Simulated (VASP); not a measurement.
# SiGe (P6_3mc) in VASP: a series of runs, part 3 of 3

VASP 6.6.1.

## (5) Single point, PBEsol (22.92 Å³/atom)

The input, INCAR:

```
PREC = Accurate
ENCUT = 520
EDIFF = 1E-7
ISMEAR = 0
SIGMA = 0.03
LREAL = F
LASPH = T
NELM = 60
ALGO = Normal
ISIF = 2
LWAVE = F
LCHARG = T
GGA = PS
LELF = T
LVHAR = T
NBANDS = 26
```

The input, KPOINTS:

```
Automatic mesh
0
Gamma
  12 12 6
```

The input, POSCAR:

```
SiGe
1.0
    4.1251017129      0.0000000000      0.0000000000
   -2.0625508565      3.5724428766      0.0000000000
    0.0000000000      0.0000000000      6.2214784034
Si Ge
2 2
Direct
    0.6666666667      0.3333333333      0.8745463082
    0.3333333333      0.6666666667      0.3745463082
    0.6666666667      0.3333333333      0.5004526918
    0.3333333333      0.6666666667      0.0004526918
```

Potentials or basis: VASP PAW PBE potentials, release 64 (Si, Ge_d).

The run is started by

```bash
cat potpaw_PBE.64/Si/POTCAR potpaw_PBE.64/Ge_d/POTCAR > POTCAR
mpirun -np 1 vasp_std > vasp.out
```

OUTCAR:

```text
PREC = Accurate
   ENCUT = 520
   EDIFF = 1E-7
   ISMEAR = 0
   LREAL = F
   LASPH = T
   NELM = 60
   ISIF = 2
   GGA = PS

 ion  position               nearest neighbor table
   1  0.667  0.333  0.875-   3 2.33   4 2.51   4 2.51   4 2.51
   2  0.333  0.667  0.375-   4 2.33   3 2.51   3 2.51   3 2.51
   3  0.667  0.333  0.500-   1 2.33   2 2.51   2 2.51   2 2.51
   4  0.333  0.667  0.000-   2 2.33   1 2.51   1 2.51   1 2.51

  LATTYP: Found a hexagonal cell.
 ALAT       =     4.1251017129
 C/A-ratio  =     1.5082000000

  Lattice vectors:

 A1 = (   4.1251017129,   0.0000000000,   0.0000000000)
 A2 = (  -2.0625508565,   3.5724428766,   0.0000000000)
 A3 = (   0.0000000000,   0.0000000000,   6.2214784034)

Analysis of symmetry for initial positions (statically):
=====================================================================
 Subroutine PRICEL returns:
 Original cell was already a primitive cell.

 Routine SETGRP: Setting up the symmetry group for a
 hexagonal supercell.

 Subroutine GETGRP returns: Found 12 space group operations
 (whereof  6 operations were pure point group operations)
 out of a pool of 24 trial point group operations.

The static configuration has the point symmetry C_3v.
 The point group associated with its full space group is C_6v.

Analysis of symmetry for dynamics (positions and initial velocities):
=====================================================================
 Subroutine PRICEL returns:
 Original cell was already a primitive cell.

 Routine SETGRP: Setting up the symmetry group for a
 hexagonal supercell.

 Subroutine GETGRP returns: Found 12 space group operations
 (whereof  6 operations were pure point group operations)
 out of a pool of 24 trial point group operations.

The dynamic configuration has the point symmetry C_3v.
 The point group associated with its full space group is C_6v.

 Subroutine INISYM returns: Found 12 space group operations
 (whereof  6 operations are pure point group operations),
 and found     1 'primitive' translations

----------------------------------------------------------------------------------------

                                     Primitive cell

  volume of cell :      91.6840

  direct lattice vectors                    reciprocal lattice vectors
     4.125101713  0.000000000  0.000000000     0.242418265  0.139960251  0.000000000
    -2.062550857  3.572442877  0.000000000     0.000000000  0.279920501  0.000000000
     0.000000000  0.000000000  6.221478403     0.000000000  0.000000000  0.160733500

  length of vectors
     4.125101713  4.125101713  6.221478403     0.279920501  0.279920501  0.160733500

  position of ions in fractional coordinates (direct lattice)
     0.666666667  0.333333333  0.874546308
     0.333333333  0.666666667  0.374546308
     0.666666667  0.333333333  0.500452692
     0.333333333  0.666666667  0.000452692

  ion indices of the primitive-cell ions
   primitive index   ion index
                 1           1
                 2           2
                 3           3
                 4           4

----------------------------------------------------------------------------------------

 KPOINTS: Automatic mesh

Automatic generation of k-mesh.
 Grid dimensions read from file:
 generate k-points for:   12   12    6

 Generating k-lattice:

  Cartesian coordinates                     Fractional coordinates (reciprocal lattice)
     0.020201522  0.011663354  0.000000000     0.083333333 -0.000000000  0.000000000
     0.000000000  0.023326708  0.000000000     0.000000000  0.083333333  0.000000000
     0.000000000  0.000000000  0.026788917     0.000000000  0.000000000  0.166666667

  Length of vectors
     0.023326708  0.023326708  0.026788917

  Shift w.r.t. Gamma in fractional coordinates (k-lattice)
     0.000000000  0.000000000  0.000000000

 Subroutine IBZKPT returns following result:
 ===========================================

 Found     76 irreducible k-points:

 Following reciprocal coordinates:
            Coordinates               Weight
  0.000000  0.000000  0.000000      1.000000
  0.083333  0.000000  0.000000      6.000000
  0.166667  0.000000  0.000000      6.000000
  0.250000 -0.000000  0.000000      6.000000
  0.333333  0.000000  0.000000      6.000000
  0.416667 -0.000000  0.000000      6.000000
[... 16 lines left out ...]
  0.250000 -0.000000  0.166667     12.000000
  0.333333  0.000000  0.166667     12.000000
 [... further k-points ...]
   k-points           NKPTS =     76   k-points in BZ     NKDIM =     76   number of bands    NBANDS=     26
   number of dos      NEDOS =    301   number of ions     NIONS =      4
   total plane-waves  NPLWV =  49152
   dimension x,y,z NGX =    32 NGY =   32 NGZ =   48
   dimension x,y,z NGXF=    64 NGYF=   64 NGZF=   96
   ions per type =               2   2
   NGX,Y,Z   is equivalent  to a cutoff of  12.90, 12.90, 12.83 a.u.
   NGXF,Y,Z  is equivalent  to a cutoff of  25.79, 25.79, 25.65 a.u.
 SYSTEM =  unknown system
   PREC   = accura    normal or accurate (medium, high low for compatibility)
   ISTART =      0    job   : 0-new  1-cont  2-samecut
   ICHARG =      2    charge: 1-file 2-atom 10-const
   ISPIN  =      1    spin polarized calculation?
   LNONCOLLINEAR =      F non collinear calculations
   LSORBIT =      F    spin-orbit coupling
   LASPH  =      T    aspherical Exc in radial PAW
   ENCUT  =  520.0 eV  38.22 Ry    6.18 a.u.   7.67  7.67 11.57*2*pi/ulx,y,z
   NELM   =     60;   NELMIN=  2; NELMDL= -5     # of ELM steps
   EDIFF  = 0.1E-06   stopping-criterion for ELM
   LREAL  =      F    real-space projection
   EDIFFG = 0.1E-05   stopping-criterion for IOM
   NSW    =      0    number of steps for IOM
   IBRION =     -1    ionic relax: 0-MD 1-quasi-New 2-CG
   NFREE  =      0    steps in history (QN), initial steepest desc. (CG)
   ISIF   =      2    stress and relaxation
   ISYM   =      2    0-nonsym 1-usesym 2-fastsym
   POTIM  = 0.5000    time-step for ionic-motion
   TEBEG  =    0.0;   TEEND  =   0.0 temperature during run
   PSTRESS=    0.0 pullay stress
   NELECT =      36.0000    total number of electrons
   NUPDOWN=      -1.0000    fix difference up-down
   EMIN   =  10.00;   EMAX   =-10.00  energy-range for DOS
   EFERMI =   0.00;   METHOD = LEGACY
   ISMEAR =     0;   SIGMA  =   0.03  broadening in eV -4-tet -1-fermi 0-gaus
   EFERMI_NEDOS =   21; number of points for ismear=-14 and -15
   IALGO  =     38    algorithm
   IMIX   =      4    mixing-type and parameters
     AMIX     =   0.40;   BMIX     =  1.00
     AMIX_MAG =   1.60;   BMIX_MAG =  1.00
  volume/ion in A,a.u.               =      22.92       154.68
  Fermi-wavevector in a.u.,A,eV,Ry     =   1.198794  2.265392 19.553021  1.437107
  Thomas-Fermi vector in A             =   2.334673
   LORBIT       =      0    0 simple, 1 ext, 2 COOP (PROOUT), +10 PAW based schemes
   GGA     = PS    functional components
   LHFCALC =     F    Hartree Fock is set to
   AEXX    =    0.0000 exact exchange contribution
   IVDW    =     0    specifies the selected vdW correction
   LEPSILON=     F    determine dielectric tensor
   LRPA    =     F    only Hartree local field effects (RPA)
 non-spin polarized calculation
 Gauss-broadening in eV      SIGMA  =   0.03
  energy-cutoff  :      520.00
  volume of cell :       91.68
 maximum number of plane-waves:      2496
 NGX is ok and might be reduce to    32
   NGX = 15   NGY = 15   NGZ = 23

 number of electron      36.0000024 magnetization

 Free energy of the ion-electron system (eV)
  ---------------------------------------------------
  ext. energy  EPLUGINS =         0.00000000
  ---------------------------------------------------
  free energy    TOTEN  =       -20.86634688 eV

  energy without entropy =      -20.86622934  energy(sigma->0) =      -20.86628811

 E-fermi :   4.7419     XC(G=0):  -9.5412

 val. band max:        4.7418621163   @ k =   0.0833   0.0000   0.0000
 cond. band min:       4.8432991515   @ k =   0.0833   0.0000   0.0000
 fundamental gap:      0.1014370352
 Fermi energy:         4.7418623267

 k-point     1 :       0.0000    0.0000    0.0000
  band No.  band energies     occupation
      1     -19.6702      2.00000
      2     -19.6685      2.00000
      3     -19.6630      2.00000
      4     -19.6630      2.00000
      5     -19.6612      2.00000
      6     -19.6612      2.00000
[... 685 lines left out ...]
     25      11.2583      0.00000
     26      11.7109      0.00000

 [... further k-points ...]

------------------------ aborting loop because EDIFF is reached ----------------------------------------

  FORCE on cell =-STRESS in cart. coord.  units (eV):
  Direction    XX          YY          ZZ          XY          YZ          ZX
  --------------------------------------------------------------------------------------
  -------------------------------------------------------------------------------------
  Total       -5.5599889     -5.5599889      3.9524333      0.0000000      0.0000000      0.0000000
  in kB      -97.1607720    -97.1607720     69.0687470      0.0000000      0.0000000      0.0000000
  external PRESSURE =     -41.7509323 kB  Pullay stress =       0.0000000 kB

 VOLUME and BASIS-vectors are now :
 -----------------------------------------------------------------------------
  energy-cutoff  :      520.00
  volume of cell :       91.68
      direct lattice vectors                 reciprocal lattice vectors
     4.125101713  0.000000000  0.000000000     0.242418265  0.139960251  0.000000000
    -2.062550857  3.572442877  0.000000000     0.000000000  0.279920501  0.000000000
     0.000000000  0.000000000  6.221478403     0.000000000  0.000000000  0.160733500

 POSITION                                       TOTAL-FORCE (eV/Angst)
 -----------------------------------------------------------------------------------
      2.06255      1.19081      5.44097        -0.000000     -0.000000      0.928265
     -0.00000      2.38163      2.33023         0.000000      0.000000      0.928265
      2.06255      1.19081      3.11356         0.000000      0.000000     -0.928265
     -0.00000      2.38163      0.00282        -0.000000     -0.000000     -0.928265
 -----------------------------------------------------------------------------------
    total drift:                                0.000000      0.000000     -0.000997

  FREE ENERGIE OF THE ION-ELECTRON SYSTEM (eV)
  ---------------------------------------------------
  free  energy   TOTEN  =       -20.8663468830 eV

  energy  without entropy=      -20.8662293359  energy(sigma->0) =      -20.86628811
```

OSZICAR:

```text
N       E                     dE             d eps       ncg     rms          rms(c)
DAV:   1     0.260946684072E+03    0.26095E+03   -0.17606E+04  4648   0.286E+03
DAV:   2     0.218229036639E+02   -0.23912E+03   -0.23074E+03  3992   0.624E+02
DAV:   3    -0.194700783573E+02   -0.41293E+02   -0.40838E+02  4844   0.154E+02
DAV:   4    -0.211606362688E+02   -0.16906E+01   -0.16879E+01  4720   0.345E+01
DAV:   5    -0.211971421745E+02   -0.36506E-01   -0.36496E-01  4874   0.564E+00    0.534E+00
DAV:   6    -0.209710538571E+02    0.22609E+00   -0.10006E-01  4622   0.251E+00    0.310E+00
DAV:   7    -0.208635282688E+02    0.10753E+00   -0.18732E-01  4466   0.288E+00    0.233E-01
DAV:   8    -0.208658822998E+02   -0.23540E-02   -0.21577E-02  4734   0.140E+00    0.146E-01
DAV:   9    -0.208661531668E+02   -0.27087E-03   -0.86776E-04  4924   0.262E-01    0.952E-02
DAV:  10    -0.208663340760E+02   -0.18091E-03   -0.17180E-04  4512   0.870E-02    0.200E-02
DAV:  11    -0.208663431682E+02   -0.90922E-05   -0.23894E-05  4820   0.368E-02    0.603E-03
DAV:  12    -0.208663465801E+02   -0.34119E-05   -0.60535E-06  4436   0.155E-02    0.190E-03
DAV:  13    -0.208663467891E+02   -0.20903E-06   -0.61113E-07  4252   0.459E-03    0.118E-03
DAV:  14    -0.208663469064E+02   -0.11730E-06   -0.52654E-08  2824   0.189E-03    0.431E-04
DAV:  15    -0.208663468830E+02    0.23486E-07   -0.88576E-09  2308   0.881E-04
   1 F= -.20866347E+02 E0= -.20866288E+02  d E =-.117547E-03
```

stdout:

```text
POSCAR found type information on POSCAR SiGe
 POSCAR found :  2 types and       4 ions
 scaLAPACK will be used
 -----------------------------------------------------------------------------
|                                                                             |
|                                                                             |
|     You enforced a specific xc type in the INCAR file but a different       |
|     I HOPE YOU KNOW WHAT YOU ARE DOING!                                     |
|                                                                             |
 -----------------------------------------------------------------------------

 LDA part: xc-table for (Slater+PW92), standard interpolation
 POSCAR, INCAR and KPOINTS ok, starting setup
 FFT: planning ... GRIDC
 FFT: planning ... GRID_SOFT
 FFT: planning ... GRID
 WAVECAR not read
 entering main loop
```

Run time: 3.7 min. Hardware: 1 thread of Intel Xeon 8259CL, shared host; peak memory 0.31 GiB.

What came out:

```
Free energy            : -20.8663 eV
Pressure               : -4.2 GPa
Largest force          : 0.928 eV/Å
Band gap on the k mesh : zero (bands 18 and 19 overlap by 0.26 eV)
```

Forces in eV/Å, atoms in the order of the input:
```
Si   0.000  0.000  0.928
Si   0.000  0.000  0.928
Ge   0.000  0.000 -0.928
Ge   0.000  0.000 -0.928
```

Stress tensor (GPa, compression positive):
```
-9.72  0.00  0.00
 0.00 -9.72  0.00
 0.00  0.00  6.91
```

Levels at points of the mesh, in eV from the Fermi level:
| k point | band 15 | band 16 | band 17 | band 18 | band 19 | band 20 | band 21 | band 22 |
| --- | --- | --- | --- | --- | --- | --- | --- | --- |
| (0.00, 0.00, 0.00) | -1.84 | -0.56 | -0.26 | 0.13 | 0.13 | 0.86 | 1.62 | 1.62 |
| (0.50, 0.00, 0.00) | -4.49 | -3.17 | -2.86 | -1.14 | 0.14 | 2.03 | 2.99 | 3.42 |
| (0.00, 0.00, 0.50) | -1.12 | -1.12 | -1.12 | -1.12 | 0.49 | 0.49 | 2.87 | 2.87 |
| (0.50, 0.00, 0.50) | -2.40 | -2.40 | -2.11 | -2.11 | 0.67 | 0.67 | 2.27 | 2.27 |

Caveat: the stress differs along the axes, from -10 to 7 GPa; semilocal functionals underestimate gaps, and a narrow one can read as zero; the PAW data sets were made with another functional, which shifts forces and pressure a little.

## (6) The runs side by side

```csv
cell,gap on the mesh (eV),pressure (GPa),largest force (eV/Å)
"a = 4.252, b = 4.252, c = 5.855 Å, angles 90.0, 90.0, 120.0°, 4 atoms",none,-0.8,2.52
"a = 3.766, b = 3.766, c = 7.463 Å, angles 90.0, 90.0, 120.0°, 4 atoms",none,-2.1,0.50
"a = 3.882, b = 3.882, c = 7.024 Å, angles 90.0, 90.0, 120.0°, 4 atoms",none,-4.4,0.38
"a = 4.125, b = 4.125, c = 6.221 Å, angles 90.0, 90.0, 120.0°, 4 atoms",none,-4.2,0.93
```

Alike in all rows: task single point; level PBEsol; potentials or basis VASP PAW PBE potentials, release 64 (Si, Ge_d); no spin polarisation; k mesh 12 × 12 × 6; cutoff (eV) 520; smearing gaussian 0.03 eV.

Caveats: the PAW data sets were made with another functional, which shifts forces and pressure a little; semilocal functionals underestimate gaps, and a narrow one can read as zero (at least some runs); the stress differs along the axes, from -13 to 24 GPa (at least some runs); the stress differs along the axes, from -16 to 5 GPa (at least some runs); the stress differs along the axes, from -13 to -0 GPa (at least some runs); the stress differs along the axes, from -10 to 7 GPa (at least some runs).

Total energies depend on the potentials used, so only differences within one code and one set of settings carry meaning.

The gap in the log of VASP goes by the Fermi energy; the results here count the filled bands.